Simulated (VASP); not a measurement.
# CsAl2 (Fd-3m) in VASP: a series of runs

The runs below take CsAl2 through single point, relaxation of cell and atoms, with PBE.

Everything below comes from runs of VASP 6.6.1. Logs are shortened: lines on timing, memory, paths and dates and some standing lists are left out, and cuts for length are marked.

### 1 The cell of the first run

It takes space group Fd-3m (No. 227, cubic). The conventional cell has a = 8.878 Å, b = 8.878 Å, c = 8.878 Å, α = 90.00°, β = 90.00°, γ = 90.00°. Cs (site symmetry -43m) has 12 Al at 3.68 Å and 4 Cs at 3.84 Å within 4.8 Å. Within 4.1 Å of Al (site symmetry -3m) lie 6 Al at 3.14 Å and 6 Cs at 3.68 Å.

### 2 Single point, PBE

INCAR reads:

```
SYSTEM = CsAl2
PREC = Accurate
ENCUT = 520
EDIFF = 1E-6
ISMEAR = 0
SIGMA = 0.1
LREAL = .False.
LASPH = .True.
NELM = 80
ALGO = Normal
ISIF = 2
LWAVE = .False.
LCHARG = .False.
GGA = PE
NBANDS = 24
```

KPOINTS reads:

```
Automatic mesh
0
Gamma
  4 4 4
  0 0 0
```

POSCAR reads:

```
CsAl2
1.0
    0.0000000000      4.4388478939      4.4388478939
    4.4388478939      0.0000000000      4.4388478939
    4.4388478939      4.4388478939      0.0000000000
Cs Al
2 4
Direct
    0.0000000000      0.0000000000      0.0000000000
    0.2500000000      0.2500000000      0.2500000000
    0.6250000000      0.6250000000      0.6250000000
    0.1250000000      0.6250000000      0.6250000000
    0.6250000000      0.6250000000      0.1250000000
    0.6250000000      0.1250000000      0.6250000000
```

Potentials or basis: VASP PAW PBE potentials, release 64 (Cs_sv, Al).

Command:

```
cat potpaw_PBE.64/Cs_sv/POTCAR potpaw_PBE.64/Al/POTCAR > POTCAR
mpirun -np 1 vasp_std > vasp.out
```

OUTCAR:

```text
SYSTEM = CsAl2
   PREC = Accurate
   ENCUT = 520
   EDIFF = 1E-6
   ISMEAR = 0
   LREAL = .False.
   LASPH = .True.
   NELM = 80
   ISIF = 2
   GGA = PE

 ion  position               nearest neighbor table
   1  0.000  0.000  0.000-
   2  0.250  0.250  0.250-
   3  0.625  0.625  0.625-   4 3.14   5 3.14   6 3.14   5 3.14   6 3.14   4 3.14
   4  0.125  0.625  0.625-   3 3.14   5 3.14   6 3.14   3 3.14   5 3.14   6 3.14
   5  0.625  0.625  0.125-   3 3.14   3 3.14   4 3.14   6 3.14   6 3.14   4 3.14
   6  0.625  0.125  0.625-   3 3.14   5 3.14   3 3.14   4 3.14   5 3.14   4 3.14

  LATTYP: Found a face centered cubic cell.
 ALAT       =     8.8776957878

  Lattice vectors:

 A1 = (   0.0000000000,   4.4388478939,   4.4388478939)
 A2 = (   4.4388478939,   0.0000000000,   4.4388478939)
 A3 = (   4.4388478939,   4.4388478939,   0.0000000000)

Analysis of symmetry for initial positions (statically):
=====================================================================
 Subroutine PRICEL returns:
 Original cell was already a primitive cell.

 Routine SETGRP: Setting up the symmetry group for a
 face centered cubic supercell.

 Subroutine GETGRP returns: Found 48 space group operations
 (whereof 24 operations were pure point group operations)
 out of a pool of 48 trial point group operations.

The static configuration has the point symmetry T_d .
 The point group associated with its full space group is O_h .

Analysis of symmetry for dynamics (positions and initial velocities):
=====================================================================
 Subroutine PRICEL returns:
 Original cell was already a primitive cell.

 Routine SETGRP: Setting up the symmetry group for a
 face centered cubic supercell.

 Subroutine GETGRP returns: Found 48 space group operations
 (whereof 24 operations were pure point group operations)
 out of a pool of 48 trial point group operations.

The dynamic configuration has the point symmetry T_d .
 The point group associated with its full space group is O_h .

 Subroutine INISYM returns: Found 48 space group operations
 (whereof 24 operations are pure point group operations),
 and found     1 'primitive' translations

----------------------------------------------------------------------------------------

                                     Primitive cell

  volume of cell :     174.9205

  direct lattice vectors                    reciprocal lattice vectors
     0.000000000  4.438847894  4.438847894    -0.112641841  0.112641841  0.112641841
     4.438847894  0.000000000  4.438847894     0.112641841 -0.112641841  0.112641841
     4.438847894  4.438847894  0.000000000     0.112641841  0.112641841 -0.112641841

  length of vectors
     6.277478893  6.277478893  6.277478893     0.195101392  0.195101392  0.195101392

  position of ions in fractional coordinates (direct lattice)
     0.000000000  0.000000000  0.000000000
     0.250000000  0.250000000  0.250000000
     0.625000000  0.625000000  0.625000000
     0.125000000  0.625000000  0.625000000
     0.625000000  0.625000000  0.125000000
     0.625000000  0.125000000  0.625000000

  ion indices of the primitive-cell ions
   primitive index   ion index
                 1           1
                 2           2
                 3           3
                 4           4
                 5           5
                 6           6

----------------------------------------------------------------------------------------

 KPOINTS: Automatic mesh

Automatic generation of k-mesh.
 Grid dimensions read from file:
 generate k-points for:    4    4    4

 Generating k-lattice:

  Cartesian coordinates                     Fractional coordinates (reciprocal lattice)
    -0.028160460  0.028160460  0.028160460     0.250000000  0.000000000  0.000000000
     0.028160460 -0.028160460  0.028160460     0.000000000  0.250000000  0.000000000
     0.028160460  0.028160460 -0.028160460     0.000000000  0.000000000  0.250000000

  Length of vectors
     0.048775348  0.048775348  0.048775348

  Shift w.r.t. Gamma in fractional coordinates (k-lattice)
     0.000000000  0.000000000  0.000000000

 Subroutine IBZKPT returns following result:
 ===========================================

 Found      8 irreducible k-points:

 Following reciprocal coordinates:
            Coordinates               Weight
  0.000000  0.000000  0.000000      1.000000
  0.250000  0.000000  0.000000      8.000000
  0.500000  0.000000  0.000000      4.000000
  0.250000  0.250000  0.000000      6.000000
  0.500000  0.250000  0.000000     24.000000
 -0.250000  0.250000  0.000000     12.000000
  0.500000  0.500000  0.000000      3.000000
 -0.250000  0.500000  0.250000      6.000000
   k-points           NKPTS =      8   k-points in BZ     NKDIM =      8   number of bands    NBANDS=     24
   number of dos      NEDOS =    301   number of ions     NIONS =      6
   total plane-waves  NPLWV = 110592
   dimension x,y,z NGX =    48 NGY =   48 NGZ =   48
   dimension x,y,z NGXF=    96 NGYF=   96 NGZF=   96
   ions per type =               2   4
   NGX,Y,Z   is equivalent  to a cutoff of  12.71, 12.71, 12.71 a.u.
   NGXF,Y,Z  is equivalent  to a cutoff of  25.42, 25.42, 25.42 a.u.
 SYSTEM =  CsAl2
   PREC   = accura    normal or accurate (medium, high low for compatibility)
   ISTART =      0    job   : 0-new  1-cont  2-samecut
   ICHARG =      2    charge: 1-file 2-atom 10-const
   ISPIN  =      1    spin polarized calculation?
   LNONCOLLINEAR =      F non collinear calculations
   LSORBIT =      F    spin-orbit coupling
   LASPH  =      T    aspherical Exc in radial PAW
   ENCUT  =  520.0 eV  38.22 Ry    6.18 a.u.  11.67 11.67 11.67*2*pi/ulx,y,z
   NELM   =     80;   NELMIN=  2; NELMDL= -5     # of ELM steps
   EDIFF  = 0.1E-05   stopping-criterion for ELM
   LREAL  =      F    real-space projection
   EDIFFG = 0.1E-04   stopping-criterion for IOM
   NSW    =      0    number of steps for IOM
   IBRION =     -1    ionic relax: 0-MD 1-quasi-New 2-CG
   NFREE  =      0    steps in history (QN), initial steepest desc. (CG)
   ISIF   =      2    stress and relaxation
   ISYM   =      2    0-nonsym 1-usesym 2-fastsym
   POTIM  = 0.5000    time-step for ionic-motion
   TEBEG  =    0.0;   TEEND  =   0.0 temperature during run
   PSTRESS=    0.0 pullay stress
   NELECT =      30.0000    total number of electrons
   NUPDOWN=      -1.0000    fix difference up-down
   EMIN   =  10.00;   EMAX   =-10.00  energy-range for DOS
   EFERMI =   0.00;   METHOD = LEGACY
   ISMEAR =     0;   SIGMA  =   0.10  broadening in eV -4-tet -1-fermi 0-gaus
   EFERMI_NEDOS =   21; number of points for ismear=-14 and -15
   IALGO  =     38    algorithm
   IMIX   =      4    mixing-type and parameters
     AMIX     =   0.40;   BMIX     =  1.00
     AMIX_MAG =   1.60;   BMIX_MAG =  1.00
  volume/ion in A,a.u.               =      29.15       196.74
  Fermi-wavevector in a.u.,A,eV,Ry     =   0.909568  1.718834 11.256280  0.827313
  Thomas-Fermi vector in A             =   2.033627
   LORBIT       =      0    0 simple, 1 ext, 2 COOP (PROOUT), +10 PAW based schemes
   GGA     = PE    functional components
   LHFCALC =     F    Hartree Fock is set to
   AEXX    =    0.0000 exact exchange contribution
   IVDW    =     0    specifies the selected vdW correction
   LEPSILON=     F    determine dielectric tensor
   LRPA    =     F    only Hartree local field effects (RPA)
 non-spin polarized calculation
 Gauss-broadening in eV      SIGMA  =   0.10
  energy-cutoff  :      520.00
  volume of cell :      174.92
 maximum number of plane-waves:      4735
 NGX is ok and might be reduce to    48
   NGX = 23   NGY = 23   NGZ = 23

 number of electron      29.9999997 magnetization

 Free energy of the ion-electron system (eV)
  ---------------------------------------------------
  ext. energy  EPLUGINS =         0.00000000
  ---------------------------------------------------
  free energy    TOTEN  =       -14.13057397 eV

  energy without entropy =      -14.07801540  energy(sigma->0) =      -14.10429468

 E-fermi :   3.8555     XC(G=0):  -8.9353

 val. band max:        3.8521805557   @ k =   0.2500   0.0000   0.0000
 cond. band min:       3.8669829414   @ k =  -0.2500   0.2500   0.0000
 fundamental gap:      0.0148023856
 Fermi energy:         3.8554961742

 k-point     1 :       0.0000    0.0000    0.0000
  band No.  band energies     occupation
      1     -18.1991      2.00000
      2     -17.8916      2.00000
      3      -5.4127      2.00000
      4      -5.4127      2.00000
      5      -5.4127      2.00000
      6      -4.8334      2.00000
[... 16 lines left out ...]
     23       9.8108      0.00000
     24       9.8121      0.00000

 k-point     2 :       0.2500    0.0000    0.0000
  band No.  band energies     occupation
      1     -18.1672      2.00000
      2     -17.9244      2.00000
      3      -5.5970      2.00000
      4      -5.4931      2.00000
      5      -5.4931      2.00000
      6      -4.8403      2.00000
[... 16 lines left out ...]
     23       8.8046      0.00000
     24       8.8046      0.00000

 k-point     3 :       0.5000    0.0000    0.0000
  band No.  band energies     occupation
      1     -18.1227      2.00000
      2     -17.9696      2.00000
      3      -5.7995      2.00000
      4      -5.5565      2.00000
      5      -5.5565      2.00000
      6      -4.7181      2.00000
[... 16 lines left out ...]
     23       8.2595      0.00000
     24       8.2595      0.00000

 k-point     4 :       0.2500    0.2500    0.0000
  band No.  band energies     occupation
      1     -18.1545      2.00000
      2     -17.9373      2.00000
      3      -5.5984      2.00000
      4      -5.5984      2.00000
      5      -5.3553      2.00000
      6      -5.1217      2.00000
[... 16 lines left out ...]
     23       8.0789      0.00000
     24       8.4823      0.00000

 k-point     5 :       0.5000    0.2500    0.0000
  band No.  band energies     occupation
      1     -18.1005      2.00000
      2     -17.9921      2.00000
      3      -5.8265      2.00000
      4      -5.6520      2.00000
      5      -5.3785      2.00000
      6      -5.0271      2.00000
[... 16 lines left out ...]
     23       7.6997      0.00000
     24       8.4379      0.00000

 k-point     6 :      -0.2500    0.2500    0.0000
  band No.  band energies     occupation
      1     -18.1228      2.00000
      2     -17.9695      2.00000
      3      -5.8239      2.00000
      4      -5.5610      2.00000
      5      -5.4385      2.00000
      6      -4.9251      2.00000
[... 16 lines left out ...]
     23       8.2304      0.00000
     24       8.3295      0.00000

 k-point     7 :       0.5000    0.5000    0.0000
  band No.  band energies     occupation
      1     -18.0465      2.00000
      2     -18.0465      2.00000
      3      -5.7324      2.00000
      4      -5.7324      2.00000
      5      -5.2907      2.00000
      6      -5.2907      2.00000
[... 16 lines left out ...]
     23       8.2125      0.00000
     24       8.2125      0.00000

 k-point     8 :      -0.2500    0.5000    0.2500
  band No.  band energies     occupation
      1     -18.0464      2.00000
      2     -18.0464      2.00000
      3      -5.8015      2.00000
      4      -5.8015      2.00000
      5      -5.1777      2.00000
      6      -5.1777      2.00000
[... 16 lines left out ...]
     23       8.0303      0.00000
     24       8.0303      0.00000

------------------------ aborting loop because EDIFF is reached ----------------------------------------

  FORCE on cell =-STRESS in cart. coord.  units (eV):
  Direction    XX          YY          ZZ          XY          YZ          ZX
  --------------------------------------------------------------------------------------
  -------------------------------------------------------------------------------------
  Total        0.2546649      0.2546649      0.2546649      0.0000000     -0.0000000      0.0000000
  in kB        2.3325925      2.3325925      2.3325925      0.0000000     -0.0000000      0.0000000
  external PRESSURE =       2.3325925 kB  Pullay stress =       0.0000000 kB

 VOLUME and BASIS-vectors are now :
 -----------------------------------------------------------------------------
  energy-cutoff  :      520.00
  volume of cell :      174.92
      direct lattice vectors                 reciprocal lattice vectors
     0.000000000  4.438847894  4.438847894    -0.112641841  0.112641841  0.112641841
     4.438847894  0.000000000  4.438847894     0.112641841 -0.112641841  0.112641841
     4.438847894  4.438847894  0.000000000     0.112641841  0.112641841 -0.112641841

 POSITION                                       TOTAL-FORCE (eV/Angst)
 -----------------------------------------------------------------------------------
      0.00000      0.00000      0.00000        -0.000000     -0.000000     -0.000000
      2.21942      2.21942      2.21942         0.000000      0.000000      0.000000
      5.54856      5.54856      5.54856        -0.000000     -0.000000      0.000000
      5.54856      3.32914      3.32914        -0.000000     -0.000000      0.000000
      3.32914      3.32914      5.54856        -0.000000     -0.000000      0.000000
      3.32914      5.54856      3.32914        -0.000000     -0.000000      0.000000
 -----------------------------------------------------------------------------------
    total drift:                               -0.000000     -0.000000     -0.000000

  FREE ENERGIE OF THE ION-ELECTRON SYSTEM (eV)
  ---------------------------------------------------
  free  energy   TOTEN  =       -14.1305739664 eV

  energy  without entropy=      -14.0780153980  energy(sigma->0) =      -14.10429468
```

It took 24 s on 1 thread of Intel Xeon 6975P-C (Granite Rapids), shared host; peak memory 0.31 GiB.

Results:

* Free energy: -14.1306 eV
* Pressure: 0.2 GPa
* Band gap on the k mesh: zero (band 15 reaches 4.88 eV, above the bottom of band 16 at 3.20 eV)

Caveat: spin-orbit coupling is left out, which moves the levels of the heavy elements.

### 3 Relaxation of cell and atoms, PBE

This run uses another cell than the first one, of 25.40 Å³/atom, 0.871 times its volume.

INCAR reads:

```
  PREC = Accurate
  ENCUT = 600
  EDIFF = 1E-6
  ISMEAR = 0
  SIGMA = 0.1
  LREAL = False
  LASPH = True
  NELM = 60
  ALGO = Normal
  ISIF = 3
  LWAVE = False
  LCHARG = False
  GGA = PE
  IBRION = 2
  NSW = 90
  EDIFFG = -0.04
```

KPOINTS reads:

```
Automatic mesh
0
Gamma
  4 4 4
```

POSCAR, as its differences from that of step 2:

```diff
@@ -2,5 +2,5 @@
 1.0
-    0.0000000000      4.4388478939      4.4388478939
-    4.4388478939      0.0000000000      4.4388478939
-    4.4388478939      4.4388478939      0.0000000000
+    0.0000000000      4.2392753417      4.2392753417
+    4.2392753417      0.0000000000      4.2392753417
+    4.2392753417      4.2392753417      0.0000000000
 Cs Al
```

Potentials or basis: VASP PAW PBE potentials, release 64 (Cs_sv, Al).

Command:

```
cat potpaw_PBE.64/Cs_sv/POTCAR potpaw_PBE.64/Al/POTCAR > POTCAR
mpirun -np 1 vasp_std > vasp.out
```

Run time: 53 s. Hardware: 1 thread of Intel Xeon 6975P-C (Granite Rapids), shared host; peak memory 0.33 GiB.

Results (log left out):

```yaml
Free_energy: -14.1303 eV
Relaxed_volume: 29.60 Å³/atom
Relaxed_cell: a = 6.309 Å, b = 6.309 Å, c = 6.309 Å, α = 60.00°, β = 60.00°, γ = 60.00°
Space_group_after_relaxing_to_0.05_Å: Fd-3m (No. 227)
Energy_gained_by_relaxing: 55.6 meV/atom
Ionic_steps: 3
Pressure_after_relaxing: -0.1 GPa
Band_gap_on_the_k_mesh: zero (band 15 reaches 4.79 eV, above the bottom of band 16 at 3.10 eV)
```

The path:
```tsv
step	energy change (eV)	largest force (eV/Å)	pressure (GPa)	volume (Å³)
1	0.0000	0.0000	5.06	152.37
2	-0.3183	0.0000	0.90	170.75
3	-0.3337	0.0000	-0.13	177.60
```

Final structure:
```
Cs Al
1.0
     0.00000    4.46136    4.46136
     4.46136    0.00000    4.46136
     4.46136    4.46136    0.00000
Cs Al
2 4
Cartesian
  0.0000 0.0000 0.0000
  2.2307 2.2307 2.2307
  5.5767 5.5767 5.5767
  5.5767 3.3460 3.3460
  3.3460 3.3460 5.5767
  3.3460 5.5767 3.3460
```

Levels at points of the mesh, in eV from the Fermi level:
```
           k point  band 11  band 12  band 13  band 14  band 15  band 16  band 17  band 18  band 19
(0.00, 0.00, 0.00)    -2.55    -2.55    -2.55    -0.73    -0.73    -0.66    -0.66    -0.66     3.02
(0.50, 0.00, 0.00)    -3.01    -3.01    -1.64    -0.32    -0.32     1.55     1.55     2.19     2.32
(0.50, 0.50, 0.00)    -2.67    -2.67    -1.16    -1.16     1.03     1.03     1.55     1.55     1.75
```

Caveat: the volume moved by over 15 % at a fixed basis, so the end points are rough; spin-orbit coupling is left out, which moves the levels of the heavy elements.
